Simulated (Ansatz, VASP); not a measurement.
# W in VASP and in Ansatz

```
W
1.0
     5.08300    0.00000    0.00000
     0.00000    5.08300    0.00000
     0.00000    0.00000    4.93051
W
8
Direct
  0.00000 0.00000 0.00000
  0.50000 0.50000 0.50000
  0.00000 0.50000 0.25000
  0.00000 0.50000 0.75000
  0.25017 0.00000 0.50000
  0.74983 0.00000 0.50000
  0.50000 0.75017 0.00000
  0.50000 0.24983 0.00000
```

Change from the starting cell: z stretched by -3 %, ions relaxed.

Alike in both runs: functional PBE; k mesh 9 × 9 × 9; occupations fermi-dirac, width 0.05 eV; no spin polarisation.

Ansatz relaxed the structure, and its values are those at the end. VASP's run is a single point on that final structure, the one shown.

|  | VASP | Ansatz |
| --- | --- | --- |
| version | VASP 6.6.1 | Ansatz 0.2.0 |
| potentials or method | VASP PAW PBE potentials, release 64 (W_sv) | plane-wave PAW, scalar-relativistic |
| plane-wave cutoff (eV) | 520 | 420 |
| valence electrons in the cell | 112 | 112 |

VASP gave:

```
pressure (GPa) : 10.0
```

Problem. What did Ansatz give for the same quantities?

Solution. Pressure (GPa): 9.3.

The functional is the same, so the differences come from potentials, cutoffs and numerics. Ansatz's warnings: stress scf threshold loose.

Neither program's run includes spin-orbit coupling.
